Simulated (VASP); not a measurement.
# Nb (Fm-3m) in VASP: density of states with PBEsol

Aim: the density of states of Nb with PBEsol.

All numbers are computed with VASP 6.6.1; they aren't measurements. Logs are shortened: lines on timing, memory, paths and dates and some standing lists are left out, and cuts for length are marked.

## (1) The cell of the first run

It takes space group Fm-3m (No. 225, cubic). Conventional cell: a = 4.230 Å, b = 4.230 Å, c = 4.230 Å, α = 90.00°, β = 90.00°, γ = 90.00°. Nb (site symmetry m-3m) has 12 Nb at 2.99 Å within 3.9 Å.

## (2) Density of states, PBEsol

POSCAR reads:

```
Nb
1.0
    0.0000000000      2.1150000000      2.1150000000
    2.1150000000      0.0000000000      2.1150000000
    2.1150000000      2.1150000000      0.0000000000
Nb
1
Direct
    0.0000000000      0.0000000000      0.0000000000
```

INCAR.step1 reads:

```
SYSTEM = Nb
ALGO = Normal
EDIFF = 1E-7
ENCUT = 520
GGA = PS
ISIF = 2
ISMEAR = 0
LASPH = .TRUE.
LCHARG = .TRUE.
LMAXMIX = 4
LREAL = .FALSE.
LWAVE = .FALSE.
NBANDS = 12
NELM = 80
PREC = Accurate
SIGMA = 0.05
```

KPOINTS.step1 reads:

```
k-points
0
G
  14 14 14
  0 0 0
```

INCAR.step2 reads:

```
SYSTEM = Nb
ALGO = Normal
EDIFF = 1E-7
ENCUT = 520
GGA = PS
ICHARG = 11
ISIF = 2
ISMEAR = -5
LASPH = .TRUE.
LCHARG = .FALSE.
LMAXMIX = 4
LORBIT = 11
LREAL = .FALSE.
LWAVE = .FALSE.
NEDOS = 2001
NELM = 80
PREC = Accurate
SIGMA = 0.05
```

KPOINTS.step2 reads:

```
k-points
0
G
  21 21 21
  0 0 0
```

Potentials or basis: VASP PAW PBE potentials, release 64 (Nb_sv).

Launch:

```sh
cat potpaw_PBE.64/Nb_sv/POTCAR > POTCAR
cp INCAR.step1 INCAR
cp KPOINTS.step1 KPOINTS
mpirun -np 1 vasp_std > vasp.out
cp INCAR.step2 INCAR
cp KPOINTS.step2 KPOINTS
mpirun -np 1 vasp_std > vasp.out
```

OUTCAR:

```text
SYSTEM = Nb
   EDIFF = 1E-7
   ENCUT = 520
   GGA = PS
   ICHARG = 11
   ISIF = 2
   ISMEAR = -5
   LASPH = .TRUE.
   LORBIT = 11
   LREAL = .FALSE.
   NELM = 80
   PREC = Accurate

 ion  position               nearest neighbor table
   1  0.000  0.000  0.000-

  LATTYP: Found a face centered cubic cell.
 ALAT       =     4.2300000000

  Lattice vectors:

 A1 = (   0.0000000000,   2.1150000000,   2.1150000000)
 A2 = (   2.1150000000,   0.0000000000,   2.1150000000)
 A3 = (   2.1150000000,   2.1150000000,   0.0000000000)

Analysis of symmetry for initial positions (statically):
=====================================================================
 Subroutine PRICEL returns:
 Original cell was already a primitive cell.

 Routine SETGRP: Setting up the symmetry group for a
 face centered cubic supercell.

 Subroutine GETGRP returns: Found 48 space group operations
 (whereof 48 operations were pure point group operations)
 out of a pool of 48 trial point group operations.

The static configuration has the point symmetry O_h .

Analysis of symmetry for dynamics (positions and initial velocities):
=====================================================================
 Subroutine PRICEL returns:
 Original cell was already a primitive cell.

 Routine SETGRP: Setting up the symmetry group for a
 face centered cubic supercell.

 Subroutine GETGRP returns: Found 48 space group operations
 (whereof 48 operations were pure point group operations)
 out of a pool of 48 trial point group operations.

The dynamic configuration has the point symmetry O_h .

 Subroutine INISYM returns: Found 48 space group operations
 (whereof 48 operations are pure point group operations),
 and found     1 'primitive' translations

----------------------------------------------------------------------------------------

                                     Primitive cell

  volume of cell :      18.9217

  direct lattice vectors                    reciprocal lattice vectors
     0.000000000  2.115000000  2.115000000    -0.236406619  0.236406619  0.236406619
     2.115000000  0.000000000  2.115000000     0.236406619 -0.236406619  0.236406619
     2.115000000  2.115000000  0.000000000     0.236406619  0.236406619 -0.236406619

  length of vectors
     2.991061684  2.991061684  2.991061684     0.409468276  0.409468276  0.409468276

  position of ions in fractional coordinates (direct lattice)
     0.000000000  0.000000000  0.000000000

  ion indices of the primitive-cell ions
   primitive index   ion index
                 1           1

----------------------------------------------------------------------------------------

 KPOINTS: k-points

Automatic generation of k-mesh.
 Grid dimensions read from file:
 generate k-points for:   21   21   21

 Generating k-lattice:

  Cartesian coordinates                     Fractional coordinates (reciprocal lattice)
    -0.011257458  0.011257458  0.011257458     0.047619048  0.000000000  0.000000000
     0.011257458 -0.011257458  0.011257458     0.000000000  0.047619048  0.000000000
     0.011257458  0.011257458 -0.011257458     0.000000000  0.000000000  0.047619048

  Length of vectors
     0.019498489  0.019498489  0.019498489

  Shift w.r.t. Gamma in fractional coordinates (k-lattice)
     0.000000000  0.000000000  0.000000000

 TETIRR: Found   1276 inequivalent tetrahedra from    55566

 Subroutine IBZKPT returns following result:
 ===========================================

 Found    286 irreducible k-points:

 Following reciprocal coordinates:
            Coordinates               Weight
  0.000000  0.000000  0.000000      1.000000
  0.047619  0.000000  0.000000      8.000000
  0.095238  0.000000  0.000000      8.000000
  0.142857  0.000000  0.000000      8.000000
  0.190476  0.000000  0.000000      8.000000
  0.238095  0.000000  0.000000      8.000000
[... 16 lines left out ...]
 -0.428571  0.047619  0.000000     24.000000
 -0.380952  0.047619  0.000000     24.000000
 [... further k-points ...]
   k-points           NKPTS =    286   k-points in BZ     NKDIM =    286   number of bands    NBANDS=     10
   number of dos      NEDOS =   2001   number of ions     NIONS =      1
   total plane-waves  NPLWV =  13824
   dimension x,y,z NGX =    24 NGY =   24 NGZ =   24
   dimension x,y,z NGXF=    48 NGYF=   48 NGZF=   48
   ions per type =               1
   NGX,Y,Z   is equivalent  to a cutoff of  13.34, 13.34, 13.34 a.u.
   NGXF,Y,Z  is equivalent  to a cutoff of  26.68, 26.68, 26.68 a.u.
 SYSTEM =  Nb
   PREC   = accura    normal or accurate (medium, high low for compatibility)
   ISTART =      0    job   : 0-new  1-cont  2-samecut
   ICHARG =     11    charge: 1-file 2-atom 10-const
   ISPIN  =      1    spin polarized calculation?
   LNONCOLLINEAR =      F non collinear calculations
   LSORBIT =      F    spin-orbit coupling
   LASPH  =      T    aspherical Exc in radial PAW
   ENCUT  =  520.0 eV  38.22 Ry    6.18 a.u.   5.56  5.56  5.56*2*pi/ulx,y,z
   NELM   =     80;   NELMIN=  2; NELMDL=  0     # of ELM steps
   EDIFF  = 0.1E-06   stopping-criterion for ELM
   LREAL  =      F    real-space projection
   EDIFFG = 0.1E-05   stopping-criterion for IOM
   NSW    =      0    number of steps for IOM
   IBRION =     -1    ionic relax: 0-MD 1-quasi-New 2-CG
   NFREE  =      0    steps in history (QN), initial steepest desc. (CG)
   ISIF   =      2    stress and relaxation
   ISYM   =      2    0-nonsym 1-usesym 2-fastsym
   POTIM  = 0.5000    time-step for ionic-motion
   TEBEG  =    0.0;   TEEND  =   0.0 temperature during run
   PSTRESS=    0.0 pullay stress
   NELECT =      13.0000    total number of electrons
   NUPDOWN=      -1.0000    fix difference up-down
   EMIN   =  10.00;   EMAX   =-10.00  energy-range for DOS
   EFERMI =   0.00;   METHOD = LEGACY
   ISMEAR =    -5;   SIGMA  =   0.05  broadening in eV -4-tet -1-fermi 0-gaus
   EFERMI_NEDOS =   21; number of points for ismear=-14 and -15
   IALGO  =     38    algorithm
   IMIX   =      4    mixing-type and parameters
     AMIX     =   0.40;   BMIX     =  1.00
     AMIX_MAG =   1.60;   BMIX_MAG =  1.00
  volume/ion in A,a.u.               =      18.92       127.69
  Fermi-wavevector in a.u.,A,eV,Ry     =   1.444560  2.729823 28.392005  2.086754
  Thomas-Fermi vector in A             =   2.562841
   LORBIT       =     11    0 simple, 1 ext, 2 COOP (PROOUT), +10 PAW based schemes
   GGA     = PS    functional components
   LHFCALC =     F    Hartree Fock is set to
   AEXX    =    0.0000 exact exchange contribution
   IVDW    =     0    specifies the selected vdW correction
   LEPSILON=     F    determine dielectric tensor
   LRPA    =     F    only Hartree local field effects (RPA)
 non-spin polarized calculation
 Fermi weights with tetrahedron method with Bloechl corrections
  energy-cutoff  :      520.00
  volume of cell :       18.92
 maximum number of plane-waves:       532

 number of electron      13.0000001 magnetization

 Free energy of the ion-electron system (eV)
  ---------------------------------------------------
  ext. energy  EPLUGINS =         0.00000000
  ---------------------------------------------------
  free energy    TOTEN  =       -10.58712915 eV

  energy without entropy =      -10.58712915  energy(sigma->0) =      -10.58712915

 E-fermi :  10.7155     XC(G=0): -12.3784

 val. band max:       10.7280465403   @ k =   0.4762   0.2857   0.0476
 cond. band min:      10.7009463841   @ k =  -0.4762   0.0476   0.0000
 fundamental gap:     -0.0271001562
 Fermi energy:        10.7154946597

 k-point     1 :       0.0000    0.0000    0.0000
  band No.  band energies     occupation
      1     -43.9858      2.00000
      2     -19.4071      2.00000
      3     -19.4071      2.00000
      4     -19.4071      2.00000
      5       4.4869      2.00000
      6      10.8272     -0.00603
      7      10.8272      0.00000
      8      10.8272      0.00000
      9      13.3895      0.00000
     10      13.3895      0.00000

 k-point     2 :       0.0476    0.0000    0.0000
  band No.  band energies     occupation
      1     -43.9817      2.00000
      2     -19.4348      2.00000
      3     -19.4105      2.00000
      4     -19.4105      2.00000
      5       4.5715      2.00000
      6      10.7604      0.72440
      7      10.8666      0.00000
      8      10.8666      0.00000
      9      13.3537      0.00000
     10      13.3537      0.00000

 k-point     3 :       0.0952    0.0000    0.0000
  band No.  band energies     occupation
      1     -43.9697      2.00000
      2     -19.5150      2.00000
      3     -19.4205      2.00000
      4     -19.4205      2.00000
      5       4.8177      2.00000
      6      10.5813      2.01273
      7      10.9740      0.00000
      8      10.9740      0.00000
      9      13.2655      0.00000
     10      13.2655      0.00000

 k-point     4 :       0.1429    0.0000    0.0000
  band No.  band energies     occupation
      1     -43.9508      2.00000
      2     -19.6391      2.00000
      3     -19.4361      2.00000
      4     -19.4361      2.00000
      5       5.2016      2.00000
      6      10.3458      2.00000
      7      11.1119      0.00000
      8      11.1119      0.00000
      9      13.1822      0.00000
     10      13.1822      0.00000
[... 222 lines left out ...]
 k-point    22 :      -0.4762    0.0476    0.0000
  band No.  band energies     occupation
      1     -43.7954      2.00000
      2     -20.5659      2.00000
      3     -19.5784      2.00000
      4     -19.5627      2.00000
      5       6.9733      2.00000
      6      10.5243      2.00000
      7      10.7009      0.85692
      8      11.9277      0.00000
      9      15.3060      0.00000
     10      15.5619      0.00000

 k-point    23 :      -0.4286    0.0476    0.0000
  band No.  band energies     occupation
      1     -43.8010      2.00000
      2     -20.5340      2.00000
      3     -19.5785      2.00000
      4     -19.5536      2.00000
      5       6.9816      2.00000
      6      10.5761      2.00000
      7      10.7295      0.16106
      8      11.6847      0.00000
      9      15.0367      0.00000
     10      15.5017      0.00000

 k-point    24 :      -0.3810    0.0476    0.0000
  band No.  band energies     occupation
      1     -43.8146      2.00000
      2     -20.4565      2.00000
      3     -19.5716      2.00000
      4     -19.5387      2.00000
      5       6.9839      2.00000
      6      10.6804      1.92923
      7      10.8149     -0.00296
      8      11.1796      0.00000
      9      14.5993      0.00000
     10      15.2146      0.00000

 [... further k-points ...]

------------------------ aborting loop because EDIFF is reached ----------------------------------------

  FORCE on cell =-STRESS in cart. coord.  units (eV):
  Direction    XX          YY          ZZ          XY          YZ          ZX
  --------------------------------------------------------------------------------------
  -------------------------------------------------------------------------------------
  Total       -0.8376762     -0.8376762     -0.8376762      0.0000000      0.0000000     -0.0000000
  in kB      -70.9292966    -70.9292966    -70.9292966      0.0000000      0.0000000     -0.0000000
  external PRESSURE =     -70.9292966 kB  Pullay stress =       0.0000000 kB

 VOLUME and BASIS-vectors are now :
 -----------------------------------------------------------------------------
  energy-cutoff  :      520.00
  volume of cell :       18.92
      direct lattice vectors                 reciprocal lattice vectors
     0.000000000  2.115000000  2.115000000    -0.236406619  0.236406619  0.236406619
     2.115000000  0.000000000  2.115000000     0.236406619 -0.236406619  0.236406619
     2.115000000  2.115000000  0.000000000     0.236406619  0.236406619 -0.236406619

 POSITION                                       TOTAL-FORCE (eV/Angst)
 -----------------------------------------------------------------------------------
      0.00000      0.00000      0.00000        -0.000000     -0.000000      0.000000
 -----------------------------------------------------------------------------------
    total drift:                               -0.000000      0.000000     -0.000000

  FREE ENERGIE OF THE ION-ELECTRON SYSTEM (eV)
  ---------------------------------------------------
  free  energy   TOTEN  =       -10.5871291493 eV

  energy  without entropy=      -10.5871291493  energy(sigma->0) =      -10.58712915

 total charge

# of ion       s       p       d       tot
------------------------------------------
    1        2.224   6.001   2.400  10.625
```

Run time: 87 s. Hardware: 1 thread of AMD EPYC 7R43 (Zen 3), shared host; peak memory 0.14 GiB.

What came out:

| Quantity | Value |
| --- | --- |
| Valence electrons inside the program's atomic spheres | Nb 10.62 |

Levels at points of the mesh, in eV from the Fermi level:
| k point | band 2 | band 3 | band 4 | band 5 | band 6 | band 7 | band 8 | band 9 | band 10 |
| --- | --- | --- | --- | --- | --- | --- | --- | --- | --- |
| (0.00, 0.00, 0.00) | -30.12 | -30.12 | -30.12 | -6.23 | 0.11 | 0.11 | 0.11 | 2.67 | 2.67 |

Caveat: the PAW data sets were made with another functional, which shifts forces and pressure a little; tetrahedron occupations give inexact forces and stress in metals.
